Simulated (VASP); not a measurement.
Input of a VASP 6.6.1 run:

Contents of INCAR:

```
ALGO     = Normal         # electronic algorithm
EDIFF    = 1E-6           # SCF threshold, eV
ENCUT    = 520            # plane-wave cutoff, eV
GGA      = PE             # functional
ISIF     = 2              # what is computed and relaxed
ISMEAR   = -1             # smearing method
LASPH    = T              # aspherical terms in the spheres
LCHARG   = F              # write CHGCAR
LREAL    = F              # projectors in reciprocal space
LWAVE    = F              # write WAVECAR
NBANDS   = 21             # bands
NELM     = 100            # most SCF steps
PREC     = Accurate       # precision mode
SIGMA    = 0.1            # smearing width, eV
```

File KPOINTS:

```
k-points
0
Gamma
  15 15 7
```

File POSCAR:

```
W
1.0
    2.6615982173      0.0000000000      0.0000000000
   -1.3307991087      2.3050116708      0.0000000000
    0.0000000000      0.0000000000      4.7418130936
W
2
Direct
    0.3333333333      0.6666666667      0.2500000000
    0.6666666667      0.3333333333      0.7500000000
```

Potentials or basis: VASP PAW PBE potentials, release 64 (W_sv).

Command:

```sh
$ cat potpaw_PBE.64/W_sv/POTCAR > POTCAR
$ mpirun -np 1 vasp_std > vasp.out
```

Estimate the band gap on the k mesh.

zero (band 14 reaches 13.70 eV, above the bottom of band 15 at 11.89 eV).

Predict the pressure.

47.4 GPa.

Stress tensor (GPa, compression positive):
```
50.68  0.00  0.00
 0.00 50.68  0.00
 0.00  0.00 40.73
```

Caveat: spin-orbit coupling is left out, which moves the levels of the heavy elements.
